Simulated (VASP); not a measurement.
Rh:

```
CELL_PARAMETERS angstrom
0.00000 1.91505 1.91505
1.91505 0.00000 1.91505
1.91505 1.91505 0.00000
ATOMIC_POSITIONS crystal
Rh 0.00000 0.00000 0.00000
```

Base run:

```yaml
Program: VASP 6.6.1
Functional: PBE
Potentials_or_basis: VASP PAW PBE potentials, release 64 (Rh_pv)
Cutoff: 520 eV
k_mesh: 22 × 22 × 22
Occupations: gaussian, width 0.15 eV
Spin: collinear spin, ferromagnetic start
Starting_moments: "[0.5] μB"
Fixed_moment: 0.5 μB
```

Its results: pressure 2.0 GPa; site moments Rh +0.50 μB.

Problem. The run is repeated on the same cell with these changes: fixed moment from 0.5 μB to 0.625 μB; moments at the start from [0.5] to [0.62]. What comes out?

Solution. Pressure 3.0 GPa; site moments Rh +0.62 μB.

Caveats: the total moment is fixed, so each spin has its own Fermi level and the state may be an excited one; the cell stands under pressure (at least some runs).
